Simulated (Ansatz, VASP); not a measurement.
AlN: VASP beside Ansatz

Contents of INCAR:

```
SYSTEM = AlN
ALGO = Normal
EDIFF = 1E-7
EDIFFG = -0.002
ENCUT = 600
GGA = CA
GGA_COMPAT = .False.
IBRION = 2
ISIF = 3
ISMEAR = 0
LASPH = .True.
LCHARG = .False.
LREAL = .False.
LWAVE = .False.
NELM = 120
NELMIN = 4
NSW = 100
PREC = Accurate
SIGMA = 0.02
```

File KPOINTS:

```
k-points
0
Gamma
  10 10 10
  0 0 0
```

File POSCAR:

```
AlN
1.0
    0.0000000000      2.0052123042      2.0052123042
    2.0052123042      0.0000000000      2.0052123042
    2.0052123042      2.0052123042      0.0000000000
Al N
1 1
Direct
    0.5000000000      0.5000000000      0.5000000000
    0.0000000000      0.0000000000      0.0000000000
```

Input for Ansatz:

```yaml
crystal:
  lattice:
    - [0.0, 2.0052123042, 2.0052123042]
    - [2.0052123042, 0.0, 2.0052123042]
    - [2.0052123042, 2.0052123042, 0.0]
  atoms:
    - { symbol: Al, position: [0.5, 0.5, 0.5] }
    - { symbol: "N", position: [0.0, 0.0, 0.0] }
basis:
  ecutwfc: 420
kpoints:
  mp_grid: { grid: [10, 10, 10] }
hamiltonian:
  xc: lda
  pseudopotentials: { kind: paw }
scf:
  occupations: { method: gaussian, width: 0.02 }
output:
  forces: true
  stress: true
  eigenvalues: true
relax:
  adjacent_minimum: "off"
  f_tol: 0.002
  max_steps: 80
  cell: { stress_tol: 0.02 }
```

Alike in both runs: task relaxation of cell and atoms; functional LDA; k mesh 10 × 10 × 10; occupations gaussian, width 0.02 eV; no spin polarisation.

|  | VASP | Ansatz |
| --- | --- | --- |
| version | VASP 6.6.1 | Ansatz 0.2.0 |
| potentials or method | VASP PAW LDA potentials, release 64 (Al, N), cutoff 600 eV | scalar-relativistic, plane waves, PAW |
| valence electrons in the cell | 8 | 8 |

|  | VASP | Ansatz | Ansatz less VASP |
| --- | --- | --- | --- |
| gap on the k mesh at the Fermi level, each at its own relaxed structure (eV) | 4.68 | 4.71 | +0.032 |
| relaxed volume (Å³/atom) | 8.08 | 8.07 | -0.016 |
| relaxed cell length with the largest relative difference (Å) | 2.838 | 2.836 | -0.0018 |

LDA's correlation is that of Perdew and Zunger in VASP and of Perdew and Wang (1992) in Ansatz.
